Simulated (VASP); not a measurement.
Ag, 2 atoms in the cell. The structure is orthorhombic, space group Cmcm (No. 63). Conventional cell: a = 2.930 Å, b = 5.075 Å, c = 4.790 Å, α = 90.00°, β = 90.00°, γ = 90.00°. Ag (site symmetry m2m) has 12 Ag at 2.70 to 3.09 Å within 3.6 Å.  This cell differs from its parent crystal: atom 1 (Ag) moved by (+0.450, +0.000) A along y and z.

* Program: VASP 6.6.1
* Task: single point
* Functional: PBEsol
* Potentials or basis: VASP PAW PBE potentials, release 64 (Ag)
* Cutoff: 520 eV
* k mesh: 18 × 18 × 10
* Occupations: gaussian, width 0.15 eV
* Spin: no spin polarisation
* Dipole correction: no
* Further INCAR settings: ALGO = Fast; EDIFF = 1e-06; NBANDS = 18

Potentials or basis: VASP PAW PBE potentials, release 64 (Ag).

Command:

```bash
$ cat potpaw_PBE.64/Ag/POTCAR > POTCAR
$ mpirun -np 1 vasp_std > vasp.out
```

Hardware: 1 thread of AMD EPYC 9R14 (Zen 4) (shared host).

**Question.** Estimate the wall time of this run.

**Answer.** Run time: 3 min on 1 thread of AMD EPYC 9R14 (Zen 4) (shared host), peak memory 0.36 GiB. Counts: scf iterations 12, k points 546.
